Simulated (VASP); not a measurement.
# ScGaCl6 (R-3m) in VASP: further runs

ScGaCl6 is run at these levels: PBEsol, r2SCAN+rVV10; tasks: single point.

Program: VASP 6.6.1. These are calculated values, not measurements. Logs are shortened: lines on timing, memory, paths and dates and some standing lists are left out, and cuts for length are marked.

### 1 The cell of the first run

Symmetry: R-3m, No. 166, trigonal system. Conventional cell: a = 12.809 Å, b = 12.809 Å, c = 6.092 Å, α = 90.00°, β = 90.00°, γ = 120.00°. Sc (site symmetry -3m) has 6 Cl at 2.48 Å and 2 Ga at 3.05 Å within 3.3 Å. Ga (site symmetry -3m) has 6 Cl at 2.38 Å and 2 Sc at 3.05 Å within 3.1 Å. Cl (site symmetry m) has 1 Ga at 2.38 Å and 1 Sc at 2.48 Å within 3.1 Å.

### 2 Single point, PBEsol

The input, INCAR:

```
SYSTEM = ScGaCl6
ALGO = Normal ; EDIFF = 1E-6
ENCUT = 520 ; GGA = PS
ISIF = 2 ; ISMEAR = -1
LASPH = .TRUE. ; LCHARG = .TRUE.
LELF = .TRUE. ; LREAL = .FALSE.
LVHAR = .TRUE. ; LWAVE = .FALSE.
NBANDS = 43 ; NELM = 60
PREC = Accurate ; SIGMA = 0.03
```

The input, KPOINTS:

```
k-points
0
G
  4 4 4
  0 0 0
```

The input, POSCAR:

```
ScGaCl6
1.0
    6.4045713750      3.6976810086      2.0305124779
   -6.4045713750      3.6976810086      2.0305124779
    0.0000000000     -7.3953620136      2.0305124843
Sc Ga Cl
1 1 6
Direct
    0.5000000000      0.5000000000      0.5000000000
    0.0000000000      0.0000000000      0.0000000000
    1.0661467550      0.3215709727      0.3215709727
    0.3215709727      1.0661467550      0.3215709727
    0.3215709727      0.3215709727      1.0661467550
   -0.0661467550      0.6784290273      0.6784290273
    0.6784290273     -0.0661467550      0.6784290273
    0.6784290273      0.6784290273     -0.0661467550
```

Potentials or basis: VASP PAW PBE potentials, release 64 (Sc_sv, Ga_d, Cl).

Run with:

```bash
> cat potpaw_PBE.64/Sc_sv/POTCAR potpaw_PBE.64/Ga_d/POTCAR potpaw_PBE.64/Cl/POTCAR > POTCAR
> mpirun -np 1 vasp_std > vasp.out
```

OUTCAR:

```text
SYSTEM = ScGaCl6
   EDIFF = 1E-6
   ENCUT = 520
   GGA = PS
   ISIF = 2
   ISMEAR = -1
   LASPH = .TRUE.
   LREAL = .FALSE.
   NELM = 60
   PREC = Accurate

 ion  position               nearest neighbor table
   1  0.500  0.500  0.500-   5 2.48   8 2.48   3 2.48   6 2.48   7 2.48   4 2.48   2 3.05   2 3.05

   2  0.000  0.000  0.000-   3 2.38   4 2.38   6 2.38   7 2.38   5 2.38   8 2.38   1 3.05   1 3.05

   3  0.066  0.322  0.322-   2 2.38   1 2.48
   4  0.322  0.066  0.322-   2 2.38   1 2.48
   5  0.322  0.322  0.066-   2 2.38   1 2.48
   6  0.934  0.678  0.678-   2 2.38   1 2.48
   7  0.678  0.934  0.678-   2 2.38   1 2.48
   8  0.678  0.678  0.934-   2 2.38   1 2.48

  LATTYP: Found a trigonal (rhomboedric) cell.
 ALAT       =     7.6690521097
 COS(alpha) =    -0.3948475956

  Lattice vectors:

 A1 = (   6.4045713750,   3.6976810086,   2.0305124779)
 A2 = (  -6.4045713750,   3.6976810086,   2.0305124779)
 A3 = (   0.0000000000,  -7.3953620136,   2.0305124843)

Analysis of symmetry for initial positions (statically):
=====================================================================
 Subroutine PRICEL returns:
 Original cell was already a primitive cell.

 Routine SETGRP: Setting up the symmetry group for a
 trigonal (rhombohedral) supercell.

 Subroutine GETGRP returns: Found 12 space group operations
 (whereof 12 operations were pure point group operations)
 out of a pool of 12 trial point group operations.

The static configuration has the point symmetry D_3d.

Analysis of symmetry for dynamics (positions and initial velocities):
=====================================================================
 Subroutine PRICEL returns:
 Original cell was already a primitive cell.

 Routine SETGRP: Setting up the symmetry group for a
 trigonal (rhombohedral) supercell.

 Subroutine GETGRP returns: Found 12 space group operations
 (whereof 12 operations were pure point group operations)
 out of a pool of 12 trial point group operations.

The dynamic configuration has the point symmetry D_3d.

 Subroutine INISYM returns: Found 12 space group operations
 (whereof 12 operations are pure point group operations),
 and found     1 'primitive' translations

----------------------------------------------------------------------------------------

                                     Primitive cell

  volume of cell :     288.5203

  direct lattice vectors                    reciprocal lattice vectors
     6.404571375  3.697681009  2.030512478     0.078069237  0.045073295  0.164162169
    -6.404571375  3.697681009  2.030512478    -0.078069237  0.045073295  0.164162169
     0.000000000 -7.395362014  2.030512484     0.000000000 -0.090146590  0.164162169

  length of vectors
     7.669052110  7.669052110  7.669052110     0.187284878  0.187284878  0.187284878

  position of ions in fractional coordinates (direct lattice)
     0.500000000  0.500000000  0.500000000
     0.000000000  0.000000000  0.000000000
     0.066146755  0.321570973  0.321570973
     0.321570973  0.066146755  0.321570973
     0.321570973  0.321570973  0.066146755
     0.933853245  0.678429027  0.678429027
     0.678429027  0.933853245  0.678429027
     0.678429027  0.678429027  0.933853245

  ion indices of the primitive-cell ions
   primitive index   ion index
                 1           1
                 2           2
                 3           3
                 4           4
                 5           5
                 6           6
                 7           7
                 8           8

----------------------------------------------------------------------------------------

 KPOINTS: k-points

Automatic generation of k-mesh.
 Grid dimensions read from file:
 generate k-points for:    4    4    4

 Generating k-lattice:

  Cartesian coordinates                     Fractional coordinates (reciprocal lattice)
     0.019517309  0.011268324  0.041040542     0.250000000  0.000000000  0.000000000
    -0.019517309  0.011268324  0.041040542     0.000000000  0.250000000  0.000000000
     0.000000000 -0.022536647  0.041040542    -0.000000000 -0.000000000  0.250000000

  Length of vectors
     0.046821219  0.046821219  0.046821219

  Shift w.r.t. Gamma in fractional coordinates (k-lattice)
     0.000000000  0.000000000  0.000000000

 Subroutine IBZKPT returns following result:
 ===========================================

 Found     13 irreducible k-points:

 Following reciprocal coordinates:
            Coordinates               Weight
  0.000000  0.000000  0.000000      1.000000
  0.250000 -0.000000  0.000000      6.000000
  0.500000 -0.000000  0.000000      3.000000
  0.250000  0.250000  0.000000      6.000000
  0.500000  0.250000  0.000000     12.000000
 -0.250000  0.250000  0.000000      6.000000
  0.500000  0.500000  0.000000      3.000000
  0.250000  0.250000  0.250000      2.000000
  0.500000  0.250000  0.250000      6.000000
 -0.250000  0.250000  0.250000      6.000000
  0.500000  0.500000  0.250000      6.000000
 -0.250000  0.500000  0.250000      6.000000
  0.500000  0.500000  0.500000      1.000000
   k-points           NKPTS =     13   k-points in BZ     NKDIM =     13   number of bands    NBANDS=     43
   number of dos      NEDOS =    301   number of ions     NIONS =      8
   total plane-waves  NPLWV = 216000
   dimension x,y,z NGX =    60 NGY =   60 NGZ =   60
   dimension x,y,z NGXF=   120 NGYF=  120 NGZF=  120
   ions per type =               1   1   6
   NGX,Y,Z   is equivalent  to a cutoff of  13.01, 13.01, 13.01 a.u.
   NGXF,Y,Z  is equivalent  to a cutoff of  26.01, 26.01, 26.01 a.u.
 SYSTEM =  ScGaCl6
   PREC   = accura    normal or accurate (medium, high low for compatibility)
   ISTART =      0    job   : 0-new  1-cont  2-samecut
   ICHARG =      2    charge: 1-file 2-atom 10-const
   ISPIN  =      1    spin polarized calculation?
   LNONCOLLINEAR =      F non collinear calculations
   LSORBIT =      F    spin-orbit coupling
   LASPH  =      T    aspherical Exc in radial PAW
   ENCUT  =  520.0 eV  38.22 Ry    6.18 a.u.  14.26 14.26 14.26*2*pi/ulx,y,z
   NELM   =     60;   NELMIN=  2; NELMDL= -5     # of ELM steps
   EDIFF  = 0.1E-05   stopping-criterion for ELM
   LREAL  =      F    real-space projection
   EDIFFG = 0.1E-04   stopping-criterion for IOM
   NSW    =      0    number of steps for IOM
   IBRION =     -1    ionic relax: 0-MD 1-quasi-New 2-CG
   NFREE  =      0    steps in history (QN), initial steepest desc. (CG)
   ISIF   =      2    stress and relaxation
   ISYM   =      2    0-nonsym 1-usesym 2-fastsym
   POTIM  = 0.5000    time-step for ionic-motion
   TEBEG  =    0.0;   TEEND  =   0.0 temperature during run
   PSTRESS=    0.0 pullay stress
   NELECT =      66.0000    total number of electrons
   NUPDOWN=      -1.0000    fix difference up-down
   EMIN   =  10.00;   EMAX   =-10.00  energy-range for DOS
   EFERMI =   0.00;   METHOD = LEGACY
   ISMEAR =    -1;   SIGMA  =   0.03  broadening in eV -4-tet -1-fermi 0-gaus
   EFERMI_NEDOS =   21; number of points for ismear=-14 and -15
   IALGO  =     38    algorithm
   IMIX   =      4    mixing-type and parameters
     AMIX     =   0.40;   BMIX     =  1.00
     AMIX_MAG =   1.60;   BMIX_MAG =  1.00
  volume/ion in A,a.u.               =      36.07       243.38
  Fermi-wavevector in a.u.,A,eV,Ry     =   1.001223  1.892036 13.639117  1.002447
  Thomas-Fermi vector in A             =   2.133631
   LORBIT       =      0    0 simple, 1 ext, 2 COOP (PROOUT), +10 PAW based schemes
   GGA     = PS    functional components
   LHFCALC =     F    Hartree Fock is set to
   AEXX    =    0.0000 exact exchange contribution
   IVDW    =     0    specifies the selected vdW correction
   LEPSILON=     F    determine dielectric tensor
   LRPA    =     F    only Hartree local field effects (RPA)
 non-spin polarized calculation
  energy-cutoff  :      520.00
  volume of cell :      288.52
 maximum number of plane-waves:      7790
 NGX is ok and might be reduce to    60
   NGX = 29   NGY = 29   NGZ = 29

 number of electron      66.0000012 magnetization

 Free energy of the ion-electron system (eV)
  ---------------------------------------------------
  ext. energy  EPLUGINS =         0.00000000
  ---------------------------------------------------
  free energy    TOTEN  =       -34.26095748 eV

  energy without entropy =      -34.26095748  energy(sigma->0) =      -34.26095748

 E-fermi :  -1.7012     XC(G=0):  -6.6152

 val. band max:       -2.3938392714   @ k =   0.0000   0.0000   0.0000
 cond. band min:       0.8986655056   @ k =   0.0000   0.0000   0.0000
 fundamental gap:      3.2925047770
 Fermi energy:        -1.7012039311

 k-point     1 :       0.0000    0.0000    0.0000
  band No.  band energies     occupation
      1     -50.4901      2.00000
      2     -29.2851      2.00000
      3     -29.1896      2.00000
      4     -29.1896      2.00000
      5     -16.5492      2.00000
      6     -16.4106      2.00000
[... 35 lines left out ...]
     42       5.8364      0.00000
     43       6.0423      0.00000

 k-point     2 :       0.2500   -0.0000    0.0000
  band No.  band energies     occupation
      1     -50.4901      2.00000
      2     -29.2858      2.00000
      3     -29.1896      2.00000
      4     -29.1896      2.00000
      5     -16.4434      2.00000
      6     -16.3982      2.00000
[... 35 lines left out ...]
     42       5.7328      0.00000
     43       6.0826      0.00000

 k-point     3 :       0.5000   -0.0000    0.0000
  band No.  band energies     occupation
      1     -50.4901      2.00000
      2     -29.2865      2.00000
      3     -29.1896      2.00000
      4     -29.1896      2.00000
      5     -16.3860      2.00000
      6     -16.3781      2.00000
[... 413 lines left out ...]
      6     -16.3840      2.00000
[... 35 lines left out ...]
     42       5.7287      0.00000
     43       5.9170      0.00000

 k-point    13 :       0.5000    0.5000    0.5000
  band No.  band energies     occupation
      1     -50.4901      2.00000
      2     -29.2865      2.00000
      3     -29.1896      2.00000
      4     -29.1896      2.00000
      5     -16.3895      2.00000
      6     -16.3895      2.00000
[... 35 lines left out ...]
     42       5.9744      0.00000
     43       5.9785      0.00000

------------------------ aborting loop because EDIFF is reached ----------------------------------------

  FORCE on cell =-STRESS in cart. coord.  units (eV):
  Direction    XX          YY          ZZ          XY          YZ          ZX
  --------------------------------------------------------------------------------------
  -------------------------------------------------------------------------------------
  Total        0.0515291      0.0515291      0.0735426      0.0000000      0.0000000      0.0000000
  in kB        0.2861451      0.2861451      0.4083884      0.0000000      0.0000000      0.0000000
  external PRESSURE =       0.3268928 kB  Pullay stress =       0.0000000 kB

 VOLUME and BASIS-vectors are now :
 -----------------------------------------------------------------------------
  energy-cutoff  :      520.00
  volume of cell :      288.52
      direct lattice vectors                 reciprocal lattice vectors
     6.404571375  3.697681009  2.030512478     0.078069237  0.045073295  0.164162169
    -6.404571375  3.697681009  2.030512478    -0.078069237  0.045073295  0.164162169
     0.000000000 -7.395362014  2.030512484     0.000000000 -0.090146590  0.164162169

 POSITION                                       TOTAL-FORCE (eV/Angst)
 -----------------------------------------------------------------------------------
      0.00000      0.00000      3.04577         0.000000      0.000000      0.000000
      0.00000      0.00000      0.00000         0.000000      0.000000      0.000000
     -1.63588     -0.94448      1.44022        -0.015881     -0.009169     -0.013180
      1.63588     -0.94448      1.44022         0.015881     -0.009169     -0.013180
      0.00000      1.88895      1.44022         0.000000      0.018338     -0.013180
      1.63588      0.94448      4.65132         0.015881      0.009169      0.013180
     -1.63588      0.94448      4.65132        -0.015881      0.009169      0.013180
      0.00000     -1.88895      4.65132         0.000000     -0.018338      0.013180
 -----------------------------------------------------------------------------------
    total drift:                               -0.000000     -0.000000      0.000000

  FREE ENERGIE OF THE ION-ELECTRON SYSTEM (eV)
  ---------------------------------------------------
  free  energy   TOTEN  =       -34.2609574834 eV

  energy  without entropy=      -34.2609574834  energy(sigma->0) =      -34.26095748
```

Run time: 7.3 min. Hardware: 1 thread of AMD EPYC 7R13, shared host; peak memory 0.58 GiB.

What came out:

```yaml
Free_energy: -34.2610 eV
Pressure: 0.0 GPa
Largest_force: 0.023 eV/Å
Band_gap_on_the_k_mesh: 3.29 eV
```

Forces on the atoms (eV/Å):
```
Sc   0.000  0.000  0.000
Ga   0.000  0.000  0.000
Cl  -0.016 -0.009 -0.013
Cl   0.016 -0.009 -0.013
Cl   0.000  0.018 -0.013
Cl   0.016  0.009  0.013
Cl  -0.016  0.009  0.013
Cl   0.000 -0.018  0.013
```

Caveat: the PAW data sets were made with another functional, which shifts forces and pressure a little. A k mesh can miss the band edges.

### 3 Single point, r2SCAN+rVV10

This run uses another cell than the first one, of 31.89 Å³/atom.

The input, POSCAR:

```
ScGaCl6
1.0
    6.0053409916      3.4671852393      2.0422960001
   -6.0053409916      3.4671852393      2.0422960001
    0.0000000000     -6.9343704750      2.0422960062
Sc Ga Cl
1 1 6
Direct
    0.5000000000      0.5000000000      0.5000000000
    0.0000000000      0.0000000000      0.0000000000
    1.0530402110      0.3254880494      0.3254880494
    0.3254880494      1.0530402110      0.3254880494
    0.3254880494      0.3254880494      1.0530402110
   -0.0530402110      0.6745119506      0.6745119506
    0.6745119506     -0.0530402110      0.6745119506
    0.6745119506      0.6745119506     -0.0530402110
```

The input, INCAR.step1:

```
SYSTEM = ScGaCl6
PREC = Accurate ; ENCUT = 520
ISMEAR = -1 ; SIGMA = 0.03
LREAL = .FALSE. ; LASPH = .TRUE.
NELM = 100 ; NBANDS = 43
GGA = PE ; ALGO = Normal
EDIFF = 1E-4 ; LWAVE = .TRUE.
LCHARG = .FALSE.
```

The input, INCAR.step2:

```
SYSTEM = ScGaCl6
PREC = Accurate ; ENCUT = 520
EDIFF = 1E-6 ; ISMEAR = -1
SIGMA = 0.03 ; LREAL = .FALSE.
LASPH = .TRUE. ; NELM = 100
ALGO = Normal ; ISIF = 2
LWAVE = .FALSE. ; LCHARG = .FALSE.
METAGGA = R2SCAN ; LMIXTAU = .TRUE.
LUSE_VDW = .TRUE. ; IVDW_NL = 2
BPARAM = 11.95 ; CPARAM = 0.0093
NBANDS = 43 ; ISTART = 1
```

The input, KPOINTS:

```
Automatic mesh
0
G
  4 4 4
  0 0 0
```

Potentials or basis: VASP PAW PBE potentials, release 64 (Sc_sv, Ga_d, Cl).

Run with:

```bash
> cat potpaw_PBE.64/Sc_sv/POTCAR potpaw_PBE.64/Ga_d/POTCAR potpaw_PBE.64/Cl/POTCAR > POTCAR
> cp INCAR.step1 INCAR
> mpirun -np 1 vasp_std > vasp.out
> cp INCAR.step2 INCAR
> mpirun -np 1 vasp_std > vasp.out
```

Wall time 30 min (1 thread of AMD EPYC 7R13, shared host); peak memory 1.1 GiB.

It converged, with:

```yaml
Free_energy: -71.0837 eV
Pressure: 0.0 GPa
Largest_force: 0.035 eV/Å
Band_gap_on_the_k_mesh: 3.76 eV (least direct gap 3.79 eV)
```

Forces on the atoms (eV/Å):
```
Sc   0.000  0.000  0.000
Ga   0.000  0.000  0.000
Cl  -0.024 -0.014 -0.022
Cl   0.024 -0.014 -0.022
Cl   0.000  0.027 -0.022
Cl   0.024  0.014  0.022
Cl  -0.024  0.014  0.022
Cl   0.000 -0.027  0.022
```

Levels at points of the mesh, in eV from the valence-band top:
```tsv
k point	band 29	band 30	band 31	band 32	band 33	band 34	band 35	band 36	band 37	band 38
(0.00, 0.00, 0.00)	-0.89	-0.76	-0.52	-0.52	0.00	3.79	4.20	4.41	4.41	5.79
(0.50, 0.00, 0.00)	-0.69	-0.56	-0.49	-0.40	-0.30	4.20	4.27	4.27	4.81	5.69
(0.50, 0.50, 0.00)	-0.72	-0.63	-0.60	-0.44	-0.11	3.76	4.34	4.42	4.88	5.76
(0.50, 0.50, 0.50)	-0.75	-0.51	-0.50	-0.50	-0.20	4.25	4.25	4.25	4.36	5.68
```

Caveat: the PAW data sets were made with another functional, which shifts forces and pressure a little. A k mesh can miss the band edges.
